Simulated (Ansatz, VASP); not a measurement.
# One calculation of SnO2, two programs

Contents of INCAR:

```
SYSTEM = SnO2
PREC = Accurate ; ENCUT = 520
EDIFF = 1E-6 ; ISMEAR = 0
SIGMA = 0.05 ; LREAL = .False.
LASPH = .True. ; NELM = 100
ALGO = Normal ; ISIF = 2
LWAVE = .False. ; LCHARG = .True.
GGA = CA ; LELF = .True.
LVHAR = .True. ; NBANDS = 64
```

Contents of KPOINTS:

```
regular mesh
0
Gamma
  6 6 6
  0 0 0
```

Contents of POSCAR:

```
SnO2
1.0
    0.0000000000      4.4289551266      4.4289551266
    4.4289551266      0.0000000000      4.4289551266
    4.4289551266      4.4289551266      0.0000000000
Sn O
4 8
Direct
    0.3236924624      0.1250000000      0.4263075376
    0.6250000000      0.1250000000      0.1250000000
    0.1250000000      0.6250000000      0.1250000000
    0.1250000000      0.1250000000      0.1250000000
    0.8907311159      0.8907311159      0.8907311159
    0.8907311159      0.3278066522      0.8907311159
    0.8907311159      0.8907311159      0.3278066522
    0.3278066522      0.8907311159      0.8907311159
    0.9221933478      0.3592688841      0.3592688841
    0.3592688841      0.3592688841      0.9221933478
    0.3592688841      0.9221933478      0.3592688841
    0.3592688841      0.3592688841      0.3592688841
```

Input for Ansatz:

```yaml
crystal:
  lattice:
    - [0.0, 4.4289551266, 4.4289551266]
    - [4.4289551266, 0.0, 4.4289551266]
    - [4.4289551266, 4.4289551266, 0.0]
  atoms:
    - { symbol: Sn, position: [0.3236924624, 0.125, 0.4263075376] }
    - { symbol: Sn, position: [0.625, 0.125, 0.125] }
    - { symbol: Sn, position: [0.125, 0.625, 0.125] }
    - { symbol: Sn, position: [0.125, 0.125, 0.125] }
    - { symbol: O, position: [0.8907311159, 0.8907311159, 0.8907311159] }
    - { symbol: O, position: [0.8907311159, 0.3278066522, 0.8907311159] }
    - { symbol: O, position: [0.8907311159, 0.8907311159, 0.3278066522] }
    - { symbol: O, position: [0.3278066522, 0.8907311159, 0.8907311159] }
    - { symbol: O, position: [0.9221933478, 0.3592688841, 0.3592688841] }
    - { symbol: O, position: [0.3592688841, 0.3592688841, 0.9221933478] }
    - { symbol: O, position: [0.3592688841, 0.9221933478, 0.3592688841] }
    - { symbol: O, position: [0.3592688841, 0.3592688841, 0.3592688841] }
basis:
  ecutwfc: 420
kpoints:
  mp_grid: { grid: [6, 6, 6] }
hamiltonian:
  xc: lda
  pseudopotentials: { kind: paw, azcp: { folder: soft_1 } }
scf:
  occupations: { method: gaussian, width: 0.05 }
output:
  forces: true
  stress: true
  eigenvalues: true
```

Alike in both runs: task single point; functional LDA; k mesh 6 × 6 × 6; occupations gaussian, width 0.05 eV; no spin polarisation.

|  | VASP | Ansatz |
| --- | --- | --- |
| version | VASP 6.6.1 | Ansatz 0.2.0 |
| potentials or method | VASP PAW LDA potentials, release 64 (Sn_d, O), cutoff 520 eV | scalar-relativistic, plane waves, PAW |
| valence electrons in the cell | 104 | 104 |

```csv
,VASP,Ansatz,Ansatz less VASP
gap on the k mesh at the Fermi level (eV),none,none,-
rms of the force components (eV/Å),14.994,14.930,-0.0636
```

Ansatz warns that its potentials were made for another functional, while VASP's fit it. LDA's correlation is that of Perdew and Zunger in VASP and of Perdew and Wang (1992) in Ansatz. Atom by atom the forces differ by 0.786 eV/Å (rms over components). A gap of «none» marks a metal or a gap that the smearing closes.
